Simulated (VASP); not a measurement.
Here is a VASP 6.6.1 calculation.

Contents of INCAR:

```
ALGO = Normal ; EDIFF = 1E-8
ENCUT = 520 ; GGA = PE
ISIF = 2 ; ISMEAR = -1
LASPH = True ; LCHARG = False
LEFG = True ; LREAL = False
LWAVE = False ; NBANDS = 11
NELM = 100 ; PREC = Accurate
SIGMA = 0.05
```

Contents of KPOINTS:

```
k-points
0
Gamma
  14 14 14
```

File POSCAR:

```
C
1.0
    1.2280287114      0.7090027071      3.3470114498
   -1.2280287114      0.7090027071      3.3470114498
    0.0000000000     -1.4180054142      3.3470114498
C
2
Direct
    0.8696000000      0.8196000000      0.8196000000
    0.1304000000      0.1804000000      0.1804000000
```

Potentials or basis: VASP PAW PBE potentials, release 64 (C).

Launch:

```console
$ cat potpaw_PBE.64/C/POTCAR > POTCAR
$ mpirun -np 1 vasp_std > vasp.out
```

(1) Estimate the pressure.

(2) Estimate the largest force.

Answers

(1) 12.5 GPa.

(2) 6.451 eV/Å.

Caveat: the cell differs from its parent crystal (shortest bond scaled by 1.1); the cell stands under pressure; this functional lacks dispersion, which binds the layers, so the pressure and a relaxed spacing across them are unreliable; without QUAD_EFG the Cq values of the log hold for a quadrupole moment of 1 mb, not for the nuclei; forces of over 1 eV/Å act on the atoms, so gaps and moduli don't describe the material at rest.
